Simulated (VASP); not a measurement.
Input of a VASP 6.6.1 run:

File POSCAR:

```
Li
1.0
    0.0000000000      2.1871720200      2.1871720200
    2.1871720200      0.0000000000      2.1871720200
    2.1871720200      2.1871720200      0.0000000000
Li
1
Direct
    0.0000000000      0.0000000000      0.0000000000
```

The input INCAR.step1:

```
SYSTEM = Li
  ALGO = Normal
  EDIFF = 1E-5
  ENCUT = 830
  GGA = PE
  GGA_COMPAT = .False.
  ISMEAR = 0
  LASPH = .True.
  LCHARG = .False.
  LREAL = .False.
  LWAVE = .True.
  NBANDS = 8
  NELM = 120
  PREC = Accurate
  SIGMA = 0.1
```

Contents of INCAR.step2:

```
SYSTEM = Li
  ALGO = Normal
  EDIFF = 1E-6
  ENCUT = 830
  GGA_COMPAT = .False.
  ISIF = 2
  ISMEAR = 0
  ISTART = 1
  LASPH = .True.
  LCHARG = .False.
  LMIXTAU = .True.
  LREAL = .False.
  LWAVE = .False.
  METAGGA = R2SCAN
  NBANDS = 8
  NELM = 120
  PREC = Accurate
  SIGMA = 0.1
```

The input KPOINTS:

```
k-points
0
Gamma
  7 7 7
  0 0 0
```

Potentials or basis: VASP PAW PBE potentials, release 64 (Li_sv).

The run is started by

```bash
$ cat potpaw_PBE.64/Li_sv/POTCAR > POTCAR
$ cp INCAR.step1 INCAR
$ mpirun -np 1 vasp_std > vasp.out
$ cp INCAR.step2 INCAR
$ mpirun -np 1 vasp_std > vasp.out
```

Problem. What does it give for the pressure?

Solution. -0.2 GPa.

Problem. Predict the band gap on the k mesh.

Solution. Zero (an odd number of electrons rules out a gap without spin polarisation).

Caveat: the PAW data sets were made with another functional, which shifts forces and pressure a little.
